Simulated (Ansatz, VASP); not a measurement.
## PbS in VASP and in Ansatz

```
Pb S
1.0
     0.00000    2.91474    2.91474
     2.91474    0.00000    2.91474
     2.91474    2.91474    0.00000
Pb S
1 1
Direct
  0.00000 0.00000 0.00000
  0.50000 0.50000 0.50000
```

Change from the starting cell: volume scaled by 0.95, PAW files.

Alike in both runs: task electric field gradients; functional LDA; k mesh 8 × 8 × 8; occupations fermi-dirac, width 0.01 eV; no spin polarisation.

|  | VASP | Ansatz |
| --- | --- | --- |
| version | VASP 6.6.1 | Ansatz 0.2.0 |
| potentials or method | VASP PAW LDA potentials, release 64 (Pb_d, S) | PAW with Ansatz's default frozen-core files, scalar-relativistic |
| plane-wave cutoff (eV) | 520 | 420 |
| valence electrons in the cell | 20 | 20 |

|  | VASP | Ansatz | Ansatz less VASP |
| --- | --- | --- | --- |
| pressure (GPa) | 0.5 | 0.5 | -0.02 |

LDA's correlation is that of Perdew and Zunger in VASP and of Perdew and Wang (1992) in Ansatz.

Neither program's run includes spin-orbit coupling.
